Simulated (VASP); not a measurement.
# Ir (Fm-3m) in VASP: a series of runs

Ir is run at these levels: r2SCAN; tasks: single point.

Everything below comes from runs of VASP 6.6.1. Logs are shortened: lines on timing, memory, paths and dates and some standing lists are left out, and cuts for length are marked.

### 1 The cell of the first run

It takes space group Fm-3m (No. 225, cubic). The conventional cell has a = 3.846 Å, b = 3.846 Å, c = 3.846 Å, α = 90.00°, β = 90.00°, γ = 90.00°. Within 3.6 Å of Ir (site symmetry m-3m) lie 12 Ir at 2.72 Å.

### 2 Single point, r2SCAN

The input, POSCAR:

```
Ir
1.0
    0.0000000000      1.9228496764      1.9228496764
    1.9228496764      0.0000000000      1.9228496764
    1.9228496764      1.9228496764      0.0000000000
Ir
1
Direct
    0.0000000000      0.0000000000      0.0000000000
```

The input, INCAR.step1:

```
SYSTEM = Ir
PREC = Accurate
ENCUT = 520
ISMEAR = -1
SIGMA = 0.1
LREAL = .FALSE.
LASPH = .TRUE.
NELM = 100
NBANDS = 10
GGA = PE
ALGO = Normal
EDIFF = 1E-4
LWAVE = .TRUE.
LCHARG = .FALSE.
```

The input, INCAR.step2:

```
SYSTEM = Ir
PREC = Accurate
ENCUT = 520
EDIFF = 1E-6
ISMEAR = -1
SIGMA = 0.1
LREAL = .FALSE.
LASPH = .TRUE.
NELM = 100
ALGO = Normal
ISIF = 2
LWAVE = .FALSE.
LCHARG = .TRUE.
METAGGA = R2SCAN
LMIXTAU = .TRUE.
LELF = .TRUE.
LVHAR = .TRUE.
NBANDS = 10
ISTART = 1
```

The input, KPOINTS:

```
Automatic mesh
0
G
  2 2 2
  0 0 0
```

Potentials or basis: VASP PAW PBE potentials, release 64 (Ir).

On the command line:

```console
$ cat potpaw_PBE.64/Ir/POTCAR > POTCAR
$ cp INCAR.step1 INCAR
$ mpirun -np 1 vasp_std > vasp.out
$ cp INCAR.step2 INCAR
$ mpirun -np 1 vasp_std > vasp.out
```

OUTCAR:

```text
SYSTEM = Ir
   PREC = Accurate
   ENCUT = 520
   EDIFF = 1E-6
   ISMEAR = -1
   LREAL = .FALSE.
   LASPH = .TRUE.
   NELM = 100
   ISIF = 2
   METAGGA = R2SCAN
   ISTART = 1

 ion  position               nearest neighbor table
   1  0.000  0.000  0.000-

  LATTYP: Found a face centered cubic cell.
 ALAT       =     3.8456993528

  Lattice vectors:

 A1 = (   0.0000000000,   1.9228496764,   1.9228496764)
 A2 = (   1.9228496764,   0.0000000000,   1.9228496764)
 A3 = (   1.9228496764,   1.9228496764,   0.0000000000)

Analysis of symmetry for initial positions (statically):
=====================================================================
 Subroutine PRICEL returns:
 Original cell was already a primitive cell.

 Routine SETGRP: Setting up the symmetry group for a
 face centered cubic supercell.

 Subroutine GETGRP returns: Found 48 space group operations
 (whereof 48 operations were pure point group operations)
 out of a pool of 48 trial point group operations.

The static configuration has the point symmetry O_h .

Analysis of symmetry for dynamics (positions and initial velocities):
=====================================================================
 Subroutine PRICEL returns:
 Original cell was already a primitive cell.

 Routine SETGRP: Setting up the symmetry group for a
 face centered cubic supercell.

 Subroutine GETGRP returns: Found 48 space group operations
 (whereof 48 operations were pure point group operations)
 out of a pool of 48 trial point group operations.

The dynamic configuration has the point symmetry O_h .

 Subroutine INISYM returns: Found 48 space group operations
 (whereof 48 operations are pure point group operations),
 and found     1 'primitive' translations

----------------------------------------------------------------------------------------

                                     Primitive cell

  volume of cell :      14.2189

  direct lattice vectors                    reciprocal lattice vectors
     0.000000000  1.922849676  1.922849676    -0.260030727  0.260030727  0.260030727
     1.922849676  0.000000000  1.922849676     0.260030727 -0.260030727  0.260030727
     1.922849676  1.922849676  0.000000000     0.260030727  0.260030727 -0.260030727

  length of vectors
[... 58 lines left out ...]
   EDIFF  = 0.1E-05   stopping-criterion for ELM
   LREAL  =      F    real-space projection
   EDIFFG = 0.1E-04   stopping-criterion for IOM
   NSW    =      0    number of steps for IOM
   IBRION =     -1    ionic relax: 0-MD 1-quasi-New 2-CG
   NFREE  =      0    steps in history (QN), initial steepest desc. (CG)
   ISIF   =      2    stress and relaxation
   ISYM   =      2    0-nonsym 1-usesym 2-fastsym
   POTIM  = 0.5000    time-step for ionic-motion
   TEBEG  =    0.0;   TEEND  =   0.0 temperature during run
   PSTRESS=    0.0 pullay stress
   NELECT =       9.0000    total number of electrons
   NUPDOWN=      -1.0000    fix difference up-down
   EMIN   =  10.00;   EMAX   =-10.00  energy-range for DOS
   EFERMI =   0.00;   METHOD = LEGACY
   ISMEAR =    -1;   SIGMA  =   0.10  broadening in eV -4-tet -1-fermi 0-gaus
   EFERMI_NEDOS =   21; number of points for ismear=-14 and -15
   IALGO  =     38    algorithm
   IMIX   =      4    mixing-type and parameters
     AMIX     =   0.40;   BMIX     =  1.00
     AMIX_MAG =   1.60;   BMIX_MAG =  1.00
  volume/ion in A,a.u.               =      14.22        95.95
  Fermi-wavevector in a.u.,A,eV,Ry     =   1.405617  2.656231 26.881835  1.975759
  Thomas-Fermi vector in A             =   2.528060
   LORBIT       =      0    0 simple, 1 ext, 2 COOP (PROOUT), +10 PAW based schemes
   METAGGA = R2SCAN    functional components
   LHFCALC =     F    Hartree Fock is set to
   AEXX    =    0.0000 exact exchange contribution
   IVDW    =     0    specifies the selected vdW correction
   LEPSILON=     F    determine dielectric tensor
   LRPA    =     F    only Hartree local field effects (RPA)
 non-spin polarized calculation
  energy-cutoff  :      520.00
  volume of cell :       14.22
 maximum number of plane-waves:       392
   NGX = 11   NGY = 11   NGZ = 11

 number of electron       9.0000000 magnetization

 Free energy of the ion-electron system (eV)
  ---------------------------------------------------
  ext. energy  EPLUGINS =         0.00000000
  ---------------------------------------------------
  free energy    TOTEN  =       -47.57170845 eV

  energy without entropy =      -47.40651005  energy(sigma->0) =      -47.48910925

 E-fermi :  11.4640     XC(G=0): -15.2067

 val. band max:       11.3847519982   @ k =   0.5000   0.0000   0.0000
 cond. band min:      12.0152468438   @ k =   0.5000   0.5000   0.0000
 fundamental gap:      0.6304948456
 Fermi energy:        11.4639796923

 k-point     1 :       0.0000    0.0000    0.0000
  band No.  band energies     occupation
      1      -1.3031      2.00000
      2       6.3922      2.00000
      3       6.3922      2.00000
      4       6.3922      2.00000
      5       9.1517      2.00000
      6       9.1517      2.00000
      7      25.1933      0.00000
      8      31.1175      0.00000
      9      31.1175      0.00000
     10      31.1175      0.00000
[... 14 lines left out ...]
 k-point     3 :       0.5000    0.5000    0.0000
  band No.  band energies     occupation
      1       2.0591      2.00000
      2       2.7705      2.00000
      3      11.3127      1.63906
      4      12.0152      0.00804
      5      12.0152      0.00804
      6      12.0271      0.00714
      7      21.3200      0.00000
      8      22.4769      0.00000
      9      22.4769      0.00000
     10      32.3583      0.00000

------------------------ aborting loop because EDIFF is reached ----------------------------------------

  FORCE on cell =-STRESS in cart. coord.  units (eV):
  Direction    XX          YY          ZZ          XY          YZ          ZX
  --------------------------------------------------------------------------------------
  -------------------------------------------------------------------------------------
  Total        7.1358879      7.1358879      7.1358879      0.0000000      0.0000000     -0.0000000
  in kB      804.0676844    804.0676844    804.0676844      0.0000000      0.0000000     -0.0000000
  external PRESSURE =     804.0676844 kB  Pullay stress =       0.0000000 kB

 VOLUME and BASIS-vectors are now :
 -----------------------------------------------------------------------------
  energy-cutoff  :      520.00
  volume of cell :       14.22
      direct lattice vectors                 reciprocal lattice vectors
     0.000000000  1.922849676  1.922849676    -0.260030727  0.260030727  0.260030727
     1.922849676  0.000000000  1.922849676     0.260030727 -0.260030727  0.260030727
     1.922849676  1.922849676  0.000000000     0.260030727  0.260030727 -0.260030727

 POSITION                                       TOTAL-FORCE (eV/Angst)
 -----------------------------------------------------------------------------------
      0.00000      0.00000      0.00000         0.000000      0.000000     -0.000000
 -----------------------------------------------------------------------------------
    total drift:                                0.000000      0.000000      0.000000

  FREE ENERGIE OF THE ION-ELECTRON SYSTEM (eV)
  ---------------------------------------------------
  free  energy   TOTEN  =       -47.5717084464 eV

  energy  without entropy=      -47.4065100470  energy(sigma->0) =      -47.48910925
```

OSZICAR.step1:

```text
N       E                     dE             d eps       ncg     rms          rms(c)
DAV:   1     0.575551269459E+02    0.57555E+02   -0.47874E+03    60   0.852E+02
DAV:   2    -0.374499094841E+01   -0.61300E+02   -0.59392E+02    60   0.206E+02
DAV:   3    -0.471458869298E+01   -0.96960E+00   -0.92225E+00    78   0.312E+01
DAV:   4    -0.471892958276E+01   -0.43409E-02   -0.43381E-02    66   0.176E+00
DAV:   5    -0.471901376408E+01   -0.84181E-04   -0.84181E-04    64   0.216E-01    0.279E+01
DAV:   6    -0.420685387162E+01    0.51216E+00   -0.28961E+00    62   0.120E+01    0.201E+01
DAV:   7    -0.415301146546E+01    0.53842E-01   -0.44974E-02    62   0.282E+00    0.110E+01
DAV:   8    -0.413839357969E+01    0.14618E-01   -0.25329E-02    60   0.199E+00    0.496E-01
DAV:   9    -0.413676333231E+01    0.16302E-02   -0.47432E-03    62   0.894E-01    0.346E-02
DAV:  10    -0.413676839055E+01   -0.50582E-05   -0.12132E-05    30   0.357E-02
   1 F= -.41367684E+01 E0= -.40442933E+01  d E =-.184950E+00
```

It took 5.3 s on 1 thread of Intel Xeon 6975P-C (Granite Rapids), shared host; peak memory 0.13 GiB.

Results:

| Item | Value |
| --- | --- |
| Free energy | -47.5717 eV |
| Pressure | 80.4 GPa |

Caveat: the k points lie up to 1.41 Å⁻¹ apart; the PAW data sets were made with another functional, which shifts forces and pressure a little; spin-orbit coupling is left out, which moves the levels of the heavy elements.

### 3 Single point, r2SCAN

POSCAR is that of step 2.

INCAR.step1: that of step 2 with these lines changed.

```diff
@@ -7,3 +7,3 @@
 LASPH = .TRUE.
-NELM = 100
+NELM = 60
 NBANDS = 10
```

The input, INCAR.step2:

```
SYSTEM = Ir
PREC = Accurate
ENCUT = 520
EDIFF = 1E-6
ISMEAR = -1
SIGMA = 0.1
LREAL = .FALSE.
LASPH = .TRUE.
NELM = 60
ALGO = Normal
ISIF = 2
LWAVE = .FALSE.
LCHARG = .FALSE.
METAGGA = R2SCAN
LMIXTAU = .TRUE.
NBANDS = 10
ISTART = 1
```

The input, KPOINTS:

```
regular mesh
0
G
  4 4 4
  0 0 0
```

Potentials or basis: VASP PAW PBE potentials, release 64 (Ir).

On the command line:

```console
$ cat potpaw_PBE.64/Ir/POTCAR > POTCAR
$ cp INCAR.step1 INCAR
$ mpirun -np 1 vasp_std > vasp.out
$ cp INCAR.step2 INCAR
$ mpirun -np 1 vasp_std > vasp.out
```

OUTCAR:

```text
SYSTEM = Ir
   PREC = Accurate
   ENCUT = 520
   EDIFF = 1E-6
   ISMEAR = -1
   LREAL = .FALSE.
   LASPH = .TRUE.
   NELM = 60
   ISIF = 2
   METAGGA = R2SCAN
   ISTART = 1

 ion  position               nearest neighbor table
   1  0.000  0.000  0.000-

  LATTYP: Found a face centered cubic cell.
 ALAT       =     3.8456993528

  Lattice vectors:

 A1 = (   0.0000000000,   1.9228496764,   1.9228496764)
[... 264 lines left out ...]
      8      19.5289      0.00000
      9      23.9069      0.00000
     10      36.7491      0.00000

------------------------ aborting loop because EDIFF is reached ----------------------------------------

  FORCE on cell =-STRESS in cart. coord.  units (eV):
  Direction    XX          YY          ZZ          XY          YZ          ZX
  --------------------------------------------------------------------------------------
  -------------------------------------------------------------------------------------
  Total       -0.7133019     -0.7133019     -0.7133019      0.0000000      0.0000000      0.0000000
  in kB      -80.3744380    -80.3744380    -80.3744380      0.0000000      0.0000000      0.0000000
  external PRESSURE =     -80.3744380 kB  Pullay stress =       0.0000000 kB

 VOLUME and BASIS-vectors are now :
 -----------------------------------------------------------------------------
  energy-cutoff  :      520.00
  volume of cell :       14.22
      direct lattice vectors                 reciprocal lattice vectors
     0.000000000  1.922849676  1.922849676    -0.260030727  0.260030727  0.260030727
     1.922849676  0.000000000  1.922849676     0.260030727 -0.260030727  0.260030727
     1.922849676  1.922849676  0.000000000     0.260030727  0.260030727 -0.260030727

 POSITION                                       TOTAL-FORCE (eV/Angst)
 -----------------------------------------------------------------------------------
      0.00000      0.00000      0.00000         0.000000      0.000000      0.000000
 -----------------------------------------------------------------------------------
    total drift:                                0.000000     -0.000000     -0.000000

  FREE ENERGIE OF THE ION-ELECTRON SYSTEM (eV)
  ---------------------------------------------------
  free  energy   TOTEN  =       -52.8739188903 eV

  energy  without entropy=      -52.8593857381  energy(sigma->0) =      -52.86665231
```

Run time: 5.7 s. Hardware: 1 thread of Intel Xeon 6975P-C (Granite Rapids), shared host; peak memory 0.12 GiB.

Results:

| Item | Value |
| --- | --- |
| Free energy | -52.8739 eV |
| Pressure | -8.0 GPa |

Caveat: the k points lie up to 0.71 Å⁻¹ apart; the PAW data sets were made with another functional, which shifts forces and pressure a little; spin-orbit coupling is left out, which moves the levels of the heavy elements.

(Part 1 of 2 ends here.)
